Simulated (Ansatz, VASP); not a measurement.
**Two plane-wave programs on GaN**

```
CELL_PARAMETERS angstrom
0.00000 2.25350 2.25350
2.25350 0.00000 2.25350
2.25350 2.25350 0.00000
ATOMIC_POSITIONS crystal
Ga 0.00000 0.00000 0.00000
N 0.25000 0.25000 0.25000
```

Alike in both runs: task relaxation of cell and atoms; functional PBEsol; k mesh 8 × 8 × 8; no spin polarisation.

```csv
,VASP,Ansatz
version,VASP 6.6.1,Ansatz 0.2.0
potentials or method,"VASP PAW PBE potentials, release 64 (Ga_d, N)","PAW with Ansatz's default frozen-core files, scalar-relativistic"
plane-wave cutoff (eV),600,420
occupations,"gaussian, width 0.01 eV",fixed
valence electrons in the cell,18,18
```

VASP gave:

| Property | Result |
| --- | --- |
| relaxed volume (Å³/atom) | 11.35 |
| relaxed cell length with the largest relative difference (Å) | 3.179 |

Q: Which values does Ansatz return?

A: Relaxed volume (Å³/atom): 11.38; relaxed cell length with the largest relative difference (Å): 3.181.

VASP's potentials were made for PBE, not for PBEsol.
